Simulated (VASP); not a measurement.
# Al (Fm-3m) in VASP: further runs

The runs below take Al through single point, relaxation of cell and atoms, with PBE.

Everything below comes from runs of VASP 6.6.1. Logs are shortened: lines on timing, memory, paths and dates and some standing lists are left out, and cuts for length are marked.

### 1 The cell of the first run

The structure is cubic, space group Fm-3m (No. 225). Conventional cell: a = 4.047 Å, b = 4.047 Å, c = 4.047 Å, α = 90.00°, β = 90.00°, γ = 90.00°. Al (site symmetry m-3m) has 12 Al at 2.86 Å within 3.8 Å.

### 2 Single point, PBE

File INCAR:

```
SYSTEM = Al
ALGO = Normal ; EDIFF = 1E-6
ENCUT = 500 ; GGA = PE
GGA_COMPAT = .False. ; ISIF = 2
ISMEAR = 1 ; LASPH = .True.
LCHARG = .False. ; LREAL = .False.
LWAVE = .False. ; NBANDS = 8
NELM = 120 ; PREC = Accurate
SIGMA = 0.1
```

File KPOINTS:

```
k-points
0
Gamma
  9 9 9
  0 0 0
```

File POSCAR:

```
Al
1.0
    0.0000000000      2.0236732140      2.0236732140
    2.0236732140      0.0000000000      2.0236732140
    2.0236732140      2.0236732140      0.0000000000
Al
1
Direct
    0.0000000000      0.0000000000      0.0000000000
```

Potentials or basis: VASP PAW PBE potentials, release 64 (Al).

Command:

```bash
> cat potpaw_PBE.64/Al/POTCAR > POTCAR
> mpirun -np 1 vasp_std > vasp.out
```

OUTCAR:

```text
SYSTEM = Al
   EDIFF = 1E-6
   ENCUT = 500
   GGA = PE
   ISIF = 2
   ISMEAR = 1
   LASPH = .True.
   LREAL = .False.
   NELM = 120
   PREC = Accurate

 ion  position               nearest neighbor table
   1  0.000  0.000  0.000-

  LATTYP: Found a face centered cubic cell.
 ALAT       =     4.0473464280

  Lattice vectors:

 A1 = (   0.0000000000,   2.0236732140,   2.0236732140)
 A2 = (   2.0236732140,   0.0000000000,   2.0236732140)
 A3 = (   2.0236732140,   2.0236732140,   0.0000000000)

Analysis of symmetry for initial positions (statically):
=====================================================================
 Subroutine PRICEL returns:
 Original cell was already a primitive cell.

 Routine SETGRP: Setting up the symmetry group for a
 face centered cubic supercell.

 Subroutine GETGRP returns: Found 48 space group operations
 (whereof 48 operations were pure point group operations)
 out of a pool of 48 trial point group operations.

The static configuration has the point symmetry O_h .

Analysis of symmetry for dynamics (positions and initial velocities):
=====================================================================
 Subroutine PRICEL returns:
 Original cell was already a primitive cell.

 Routine SETGRP: Setting up the symmetry group for a
 face centered cubic supercell.

 Subroutine GETGRP returns: Found 48 space group operations
 (whereof 48 operations were pure point group operations)
 out of a pool of 48 trial point group operations.

The dynamic configuration has the point symmetry O_h .

 Subroutine INISYM returns: Found 48 space group operations
 (whereof 48 operations are pure point group operations),
 and found     1 'primitive' translations

----------------------------------------------------------------------------------------

                                     Primitive cell

  volume of cell :      16.5749

  direct lattice vectors                    reciprocal lattice vectors
     0.000000000  2.023673214  2.023673214    -0.247075465  0.247075465  0.247075465
     2.023673214  0.000000000  2.023673214     0.247075465 -0.247075465  0.247075465
     2.023673214  2.023673214  0.000000000     0.247075465  0.247075465 -0.247075465

  length of vectors
     2.861906105  2.861906105  2.861906105     0.427947258  0.427947258  0.427947258

  position of ions in fractional coordinates (direct lattice)
     0.000000000  0.000000000  0.000000000

[... 76 lines left out ...]
   LREAL  =      F    real-space projection
   EDIFFG = 0.1E-04   stopping-criterion for IOM
   NSW    =      0    number of steps for IOM
   IBRION =     -1    ionic relax: 0-MD 1-quasi-New 2-CG
   NFREE  =      0    steps in history (QN), initial steepest desc. (CG)
   ISIF   =      2    stress and relaxation
   ISYM   =      2    0-nonsym 1-usesym 2-fastsym
   POTIM  = 0.5000    time-step for ionic-motion
   TEBEG  =    0.0;   TEEND  =   0.0 temperature during run
   PSTRESS=    0.0 pullay stress
   NELECT =       3.0000    total number of electrons
   NUPDOWN=      -1.0000    fix difference up-down
   EMIN   =  10.00;   EMAX   =-10.00  energy-range for DOS
   EFERMI =   0.00;   METHOD = LEGACY
   ISMEAR =     1;   SIGMA  =   0.10  broadening in eV -4-tet -1-fermi 0-gaus
   EFERMI_NEDOS =   21; number of points for ismear=-14 and -15
   IALGO  =     38    algorithm
   IMIX   =      4    mixing-type and parameters
     AMIX     =   0.40;   BMIX     =  1.00
     AMIX_MAG =   1.60;   BMIX_MAG =  1.00
  volume/ion in A,a.u.               =      16.57       111.85
  Fermi-wavevector in a.u.,A,eV,Ry     =   0.926044  1.749969 11.667773  0.857557
  Thomas-Fermi vector in A             =   2.051964
   LORBIT       =      0    0 simple, 1 ext, 2 COOP (PROOUT), +10 PAW based schemes
   GGA     = PE    functional components
   LHFCALC =     F    Hartree Fock is set to
   AEXX    =    0.0000 exact exchange contribution
   IVDW    =     0    specifies the selected vdW correction
   LEPSILON=     F    determine dielectric tensor
   LRPA    =     F    only Hartree local field effects (RPA)
 non-spin polarized calculation
 Methfessel and Paxton  Order N= 1 SIGMA  =   0.10
  energy-cutoff  :      500.00
  volume of cell :       16.57
 maximum number of plane-waves:       432
 NGX is ok and might be reduce to    24
   NGX = 11   NGY = 11   NGZ = 11

 number of electron       3.0000000 magnetization

 Free energy of the ion-electron system (eV)
  ---------------------------------------------------
  ext. energy  EPLUGINS =         0.00000000
  ---------------------------------------------------
  free energy    TOTEN  =        -3.71556300 eV

  energy without entropy =       -3.71434587  energy(sigma->0) =       -3.71515729

 E-fermi :   7.9350     XC(G=0): -10.1795

 val. band max:        7.8171276659   @ k =   0.4444   0.4444   0.0000
 cond. band min:       7.9605423655   @ k =  -0.4444   0.3333   0.1111
 fundamental gap:      0.1434146996
 Fermi energy:         7.9349914527

 k-point     1 :       0.0000    0.0000    0.0000
  band No.  band energies     occupation
      1      -3.1495      2.00000
      2      20.5481      0.00000
      3      20.5481      0.00000
      4      20.5481      0.00000
      5      22.0063      0.00000
      6      22.0063      0.00000
      7      22.0063      0.00000
      8      24.3872      0.00000
[... 243 lines left out ...]
 k-point    24 :       0.4444    0.4444    0.0000
  band No.  band energies     occupation
      1       3.7709      2.00000
      2       7.8171      2.07022
      3      13.3209      0.00000
      4      13.6221      0.00000
      5      13.6221      0.00000
      6      17.0819      0.00000
      7      32.8760      0.00000
      8      34.4229      0.00000

 [... further k-points ...]

------------------------ aborting loop because EDIFF is reached ----------------------------------------

  FORCE on cell =-STRESS in cart. coord.  units (eV):
  Direction    XX          YY          ZZ          XY          YZ          ZX
  --------------------------------------------------------------------------------------
  -------------------------------------------------------------------------------------
  Total       -0.0045064     -0.0045064     -0.0045064     -0.0000000      0.0000000     -0.0000000
  in kB       -0.4355972     -0.4355972     -0.4355972     -0.0000000      0.0000000     -0.0000000
  external PRESSURE =      -0.4355972 kB  Pullay stress =       0.0000000 kB

 VOLUME and BASIS-vectors are now :
 -----------------------------------------------------------------------------
  energy-cutoff  :      500.00
  volume of cell :       16.57
      direct lattice vectors                 reciprocal lattice vectors
     0.000000000  2.023673214  2.023673214    -0.247075465  0.247075465  0.247075465
     2.023673214  0.000000000  2.023673214     0.247075465 -0.247075465  0.247075465
     2.023673214  2.023673214  0.000000000     0.247075465  0.247075465 -0.247075465

 POSITION                                       TOTAL-FORCE (eV/Angst)
 -----------------------------------------------------------------------------------
      0.00000      0.00000      0.00000         0.000000      0.000000      0.000000
 -----------------------------------------------------------------------------------
    total drift:                               -0.000000      0.000000     -0.000000

  FREE ENERGIE OF THE ION-ELECTRON SYSTEM (eV)
  ---------------------------------------------------
  free  energy   TOTEN  =        -3.7155629978 eV

  energy  without entropy=       -3.7143458669  energy(sigma->0) =       -3.71515729
```

OSZICAR:

```text
N       E                     dE             d eps       ncg     rms          rms(c)
DAV:   1    -0.226636686282E+01   -0.22664E+01   -0.78794E+02   560   0.193E+02
DAV:   2    -0.373087125601E+01   -0.14645E+01   -0.13991E+01   776   0.187E+01
DAV:   3    -0.373748747300E+01   -0.66162E-02   -0.66163E-02   736   0.138E+00
DAV:   4    -0.373751228581E+01   -0.24813E-04   -0.24813E-04   856   0.743E-02
DAV:   5    -0.373751242679E+01   -0.14097E-06   -0.14177E-06   688   0.232E-03    0.129E+00
DAV:   6    -0.372486549127E+01    0.12647E-01   -0.15934E-03   768   0.191E-01    0.753E-01
DAV:   7    -0.371556895457E+01    0.92965E-02   -0.48298E-03   712   0.312E-01    0.146E-01
DAV:   8    -0.371556484387E+01    0.41107E-05   -0.12618E-05   816   0.253E-02    0.832E-03
DAV:   9    -0.371556334687E+01    0.14970E-05   -0.82132E-07   760   0.403E-03    0.650E-04
DAV:  10    -0.371556299779E+01    0.34908E-06   -0.33472E-09   512   0.410E-04
   1 F= -.37155630E+01 E0= -.37151573E+01  d E =-.121713E-02
```

It took 7.5 s on 1 thread of AMD EPYC 7R43 (Zen 3), shared host; peak memory 0.1 GiB.

What came out:

* Free energy: -3.7156 eV
* Pressure: 0.0 GPa
* Band gap on the k mesh: zero (an odd number of electrons rules out a gap without spin polarisation)

### 3 Relaxation of cell and atoms, PBE

File INCAR:

```
ALGO = Normal
EDIFF = 1E-7
EDIFFG = -0.01
ENCUT = 500
GGA = PE
GGA_COMPAT = False
IBRION = 2
ISIF = 3
ISMEAR = 1
LASPH = True
LCHARG = False
LREAL = False
LWAVE = False
NELM = 120
NELMIN = 4
NSW = 60
PREC = Accurate
SIGMA = 0.1
```

File KPOINTS:

```
k-points
0
Gamma
  9 9 9
```

File POSCAR:

```
Al
1.0
    0.0000000000      2.0250000000      2.0250000000
    2.0250000000      0.0000000000      2.0250000000
    2.0250000000      2.0250000000      0.0000000000
Al
1
Direct
    0.0000000000      0.0000000000      0.0000000000
```

Potentials or basis: VASP PAW PBE potentials, release 64 (Al).

Command:

```bash
> cat potpaw_PBE.64/Al/POTCAR > POTCAR
> mpirun -np 1 vasp_std > vasp.out
```

It took 10 s on 1 thread of AMD EPYC 7R43 (Zen 3), shared host; peak memory 0.1 GiB.

Results (log left out):

| Property | Result |
| --- | --- |
| Free energy | -3.7156 eV |
| Relaxed volume | 16.56 Å³/atom |
| Relaxed cell | a = 2.861 Å, b = 2.861 Å, c = 2.861 Å, α = 60.00°, β = 60.00°, γ = 60.00° |
| Space group after relaxing (to 0.1 Å) | Fm-3m (No. 225) |
| Energy gained by relaxing | 0.0 meV/atom |
| Ionic steps | 2 |
| Pressure after relaxing | 0.0 GPa |
| Band gap on the k mesh | zero (an odd number of electrons rules out a gap without spin polarisation) |

Final structure:
```cif
data_structure
_symmetry_space_group_name_H-M 'P 1'
_symmetry_Int_Tables_number 1
_cell_length_a 2.8609
_cell_length_b 2.8609
_cell_length_c 2.8609
_cell_angle_alpha 60.000
_cell_angle_beta 60.000
_cell_angle_gamma 60.000
_cell_volume 16.56
loop_
_atom_site_label
_atom_site_type_symbol
_atom_site_fract_x
_atom_site_fract_y
_atom_site_fract_z
_atom_site_occupancy
Al1 Al 0.00000 0.00000 0.00000 1
```

Levels at points of the mesh, in eV from the Fermi level:
```tsv
k point	band 1	band 2	band 3	band 4	band 5
(0.00, 0.00, 0.00)	-11.09	12.62	12.62	12.62	14.09
```
